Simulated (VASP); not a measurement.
SnS: relaxation of shape and atoms at fixed volume with PBE

Crystal: SnS.

```xyz
8
Lattice="11.1884 0.0000 0.0000 0.0000 3.9783 0.0000 0.0000 0.0000 4.3316" Properties=species:S:1:pos:R:3 pbc="T T T"
Sn    1.3424    0.9946    0.5332
Sn    4.2518    2.9837    2.6990
Sn    6.9366    0.9946    1.6325
Sn    9.8460    2.9837    3.7983
S     9.5247    0.9946    2.0662
S     7.2579    2.9837    4.2320
S     3.9305    0.9946    0.0996
S     1.6637    2.9837    2.2654
```

```json
{
  "Program": "VASP 6.6.1",
  "Task": "relaxation of shape and atoms at fixed volume",
  "Functional": "PBE",
  "Potentials or basis": "VASP PAW PBE potentials, release 64 (Sn_d, S)",
  "Cutoff": "500 eV",
  "k mesh": "4 × 8 × 6",
  "Occupations": "gaussian, width 0.02 eV",
  "Spin": "no spin polarisation",
  "Dipole correction": "no",
  "Further INCAR settings": "ALGO = Normal; EDIFF = 1e-07; IBRION = 2; EDIFFG = -0.01; NSW = 50; ISIF = 4"
}
```

| Property | Result |
| --- | --- |
| Energy gained by relaxing | 2.1 meV/atom |
| Ionic steps | 10 |
| Pressure after relaxing | 1.7 GPa |
| Largest force after relaxing | 0.009 eV/Å |
| Band gap on the k mesh | 0.93 eV (least direct gap 1.20 eV) |

Forces in eV/Å, atoms in the order of the input:
```
Sn   0.006  0.000 -0.008
Sn  -0.006  0.000 -0.008
Sn   0.006  0.000  0.008
Sn  -0.006  0.000  0.008
S   -0.004  0.000 -0.001
S    0.004  0.000 -0.001
S   -0.004  0.000  0.001
S    0.004  0.000  0.001
```

Step by step:
```tsv
step	energy change (eV)	largest force (eV/Å)	pressure (GPa)	volume (Å³)
1	0.0000	0.2143	2.61	192.80
2	-0.0104	0.1196	2.27	192.80
3	-0.0155	0.0253	1.79	192.80
4	-0.0155	0.0198	1.82	192.80
5	-0.0164	0.0120	1.79	192.80
6	-0.0164	0.0185	1.77	192.80
7	-0.0168	0.0096	1.76	192.80
8	-0.0169	0.0139	1.75	192.80
9	-0.0170	0.0127	1.74	192.80
10	-0.0172	0.0094	1.74	192.80
```

Final structure:
```
Sn S
1.0
    11.19250    0.00000    0.00000
     0.00000    4.00227    0.00000
     0.00000    0.00000    4.30408
Sn S
4 4
Direct
  0.11861 0.25000 0.11852
  0.38139 0.75000 0.61852
  0.61861 0.25000 0.38148
  0.88139 0.75000 0.88148
  0.85271 0.25000 0.47324
  0.64729 0.75000 0.97324
  0.35271 0.25000 0.02676
  0.14729 0.75000 0.52676
```

Levels at points of the mesh, in eV from the valence-band top:
| k point | band 38 | band 39 | band 40 | band 41 | band 42 | band 43 |
| --- | --- | --- | --- | --- | --- | --- |
| (0.00, 0.00, 0.00) | -1.18 | -0.76 | -0.59 | 0.93 | 3.09 | 3.11 |
| (0.50, 0.00, 0.00) | -2.10 | -0.64 | -0.64 | 2.71 | 2.71 | 2.85 |
| (0.00, 0.50, 0.00) | -0.95 | -0.80 | -0.80 | 1.26 | 1.26 | 1.68 |
| (0.50, 0.50, 0.00) | -0.98 | -0.98 | -0.98 | 1.65 | 1.65 | 1.65 |
| (0.00, 0.00, 0.50) | -0.86 | -0.05 | -0.05 | 1.51 | 1.51 | 1.96 |
| (0.50, 0.00, 0.50) | -0.65 | 0.00 | 0.00 | 1.44 | 1.44 | 1.95 |
| (0.00, 0.50, 0.50) | -2.43 | -1.44 | -1.44 | 2.81 | 2.81 | 3.05 |
| (0.50, 0.50, 0.50) | -1.65 | -1.65 | -1.65 | 2.67 | 2.67 | 2.67 |

Wall time 6.4 min on 4 MPI ranks on Intel(R) Xeon(R) 6975P-C (Granite Rapids) (shared host), peak memory 0.53 GiB a rank.

Caveat: spin-orbit coupling is left out, which moves the levels of the heavy elements. A k mesh can miss the band edges.
